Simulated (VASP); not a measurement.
SiNi:

```xyz
8
Lattice="4.5037 0.0000 0.0000 0.0000 4.5037 0.0000 0.0000 0.0000 4.5037" Properties=species:S:1:pos:R:3 pbc="T T T"
Si    2.9417    0.6898    1.5620
Si    0.6898    1.5620    2.9417
Si    1.5620    2.9417    0.6898
Si    3.8139    3.8139    3.8139
Ni    1.5785    3.8304    2.9252
Ni    3.8304    2.9252    1.5785
Ni    2.9252    1.5785    3.8304
Ni    0.6733    0.6733    0.6733
```

* Program: VASP 6.6.1
* Task: relaxation of cell and atoms
* Functional: PBEsol
* Potentials or basis: VASP PAW PBE potentials, release 64 (Si, Ni)
* Cutoff: 600 eV
* k mesh: 8 × 8 × 8
* Occupations: gaussian, width 0.1 eV
* Spin: no spin polarisation

At the start: pressure -4.4 GPa; volume 11.42 Å³/atom.

Task: Where does the relaxation end?

Result: Over 8 steps the energy falls by 3.7 meV/atom and the volume is 11.16 Å³/atom (-2.3 %); space group P2_13 (No. 198, to 0.1 Å) before and after.

Step by step:
```csv
step,energy change (eV),largest force (eV/Å),pressure (GPa),volume (Å³)
1,0.0000,0.0373,-4.39,91.35
2,-0.0002,0.0067,4.79,87.27
3,-0.0294,0.0183,0.03,89.27
4,-0.0294,0.0188,-0.11,89.31
5,-0.0294,0.0114,-0.09,89.31
6,-0.0295,0.0063,-0.08,89.32
7,-0.0295,0.0033,0.12,89.22
8,-0.0295,0.0046,0.03,89.26
```

Final structure:
```xyz
8
Lattice="4.4691 0.0000 0.0000 0.0000 4.4691 0.0000 0.0000 0.0000 4.4691" Properties=species:S:1:pos:R:3 pbc="T T T"
Si    2.9208    0.6863    1.5483
Si    0.6863    1.5483    2.9208
Si    1.5483    2.9208    0.6863
Si    3.7829    3.7829    3.7829
Ni    1.5679    3.8025    2.9012
Ni    3.8025    2.9012    1.5679
Ni    2.9012    1.5679    3.8025
Ni    0.6666    0.6666    0.6666
```

Caveat: the PAW data sets were made with another functional, which shifts forces and pressure a little.
